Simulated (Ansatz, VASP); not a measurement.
One calculation of BaS, two programs

```
CELL_PARAMETERS angstrom
3.84047 0.00000 0.00000
0.00000 3.84047 0.00000
0.00000 0.00000 3.84047
ATOMIC_POSITIONS crystal
Ba 0.00000 0.00000 0.00000
S 0.50000 0.50000 0.50000
```

Alike in both runs: functional PBE; k mesh 10 × 10 × 10; occupations fermi-dirac, width 0.05 eV; no spin polarisation.

Ansatz relaxed the structure, and its values are those at the end. VASP's run is a single point on that final structure, the one shown.

|  | VASP | Ansatz |
| --- | --- | --- |
| version | VASP 6.6.1 | Ansatz 0.2.0 |
| potentials or method | VASP PAW PBE potentials, release 64 (Ba_sv, S) | PAW with Ansatz's default frozen-core files, scalar-relativistic |
| plane-wave cutoff (eV) | 520 | 420 |
| valence electrons in the cell | 16 | 16 |

|  | VASP | Ansatz | Ansatz less VASP |
| --- | --- | --- | --- |
| pressure (GPa) | 0.9 | 0.0 | -0.89 |

Neither program's run includes spin-orbit coupling.
